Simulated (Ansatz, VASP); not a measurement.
## One calculation of Sn3GeTe4, two programs

```
Sn Ge Te
1.0
     4.46918    2.58028    3.74867
    -4.46918    2.58028    3.74867
     0.00000   -5.16057    3.74867
Sn Ge Te
3 1 4
Direct
  0.50418 0.00473 0.00473
  0.00473 0.50418 0.00473
  0.00473 0.00473 0.50418
  0.48203 0.48203 0.48203
  0.03487 0.51702 0.51702
  0.51702 0.03487 0.51702
  0.51702 0.51702 0.03487
  0.01940 0.01940 0.01940
```

Alike in both runs: functional PBE; k mesh 6 × 6 × 6; occupations gaussian, width 0.02 eV; no spin polarisation.

Ansatz relaxed the structure, and its values are those at the end. VASP's run is a single point on that final structure, the one shown.

```csv
,VASP,Ansatz
version,VASP 6.6.1,Ansatz 0.2.0
potentials or method,"VASP PAW PBE potentials, release 64 (Sn_d, Ge_d, Te), cutoff 520 eV","scalar-relativistic, plane waves, PAW"
valence electrons in the cell,80,120
```

|  | VASP | Ansatz | Ansatz less VASP |
| --- | --- | --- | --- |
| gap on the k mesh at the Fermi level (eV) | 0.22 | 0.22 | -0.001 |
| least direct gap on the mesh (eV) | 0.22 | 0.22 | -0.001 |
| pressure (GPa) | 0.0 | 0.0 | +0.02 |
| rms of the force components (eV/Å) | 0.006 | 0.002 | -0.0040 |

VASP's potentials hold 80 valence electrons a cell and Ansatz's 120, so a difference there can come from the potentials and not from the codes.

Neither program's run includes spin-orbit coupling.
